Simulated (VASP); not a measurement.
Write the native input for VASP 6.6.1 that does the following.

```
Task                   : single point
Functional             : PBE
Potentials or basis    : VASP PAW PBE potentials, release 64 (Sb, Se)
Cutoff                 : 520 eV
k mesh                 : 6 × 6 × 4
Occupations            : gaussian, width 0.1 eV
Spin                   : no spin polarisation
Dipole correction      : no
Further INCAR settings : ALGO = Normal; EDIFF = 1e-06; NBANDS = 16
```

The structure of SbSe2 lies in POSCAR:

```
SbSe2
1.0
    3.8917024690      0.0000000000      0.0000000000
   -1.9458512345      3.3703132021      0.0000000000
    0.0000000000      0.0000000000      6.8236103648
Sb Se
1 2
Direct
    0.0000000000      0.0000000000      0.0000000000
    0.6666666667      0.3333333333      0.7550102105
    0.3333333333      0.6666666667      0.2449897895
```

One way to write it, as run:

INCAR

```
PREC     = Accurate       # precision mode
ENCUT    = 520            # plane-wave cutoff, eV
EDIFF    = 1E-6           # SCF threshold, eV
ISMEAR   = 0              # smearing method
SIGMA    = 0.1            # smearing width, eV
LREAL    = False          # projectors in reciprocal space
LASPH    = True           # aspherical terms in the spheres
NELM     = 60             # most SCF steps
ALGO     = Normal         # electronic algorithm
ISIF     = 2              # what is computed and relaxed
LWAVE    = False          # write WAVECAR
LCHARG   = False          # write CHGCAR
GGA      = PE             # functional
NBANDS   = 16             # bands
```

KPOINTS

```
Automatic mesh
0
Gamma
  6 6 4
```

Potentials or basis: VASP PAW PBE potentials, release 64 (Sb, Se).

Command:

```bash
$ cat potpaw_PBE.64/Sb/POTCAR potpaw_PBE.64/Se/POTCAR > POTCAR
$ mpirun -np 1 vasp_std > vasp.out
```

It gave:

| Item | Value |
| --- | --- |
| Pressure | -0.1 GPa |
| Largest force | 0.004 eV/Å |

Caveat: this functional lacks dispersion, which binds the layers, so the pressure and a relaxed spacing across them are unreliable.

It took 35 s on 1 thread of Intel(R) Xeon(R) Platinum 8488C (Sapphire Rapids), with other jobs on the host, peak memory 0.21 GiB.
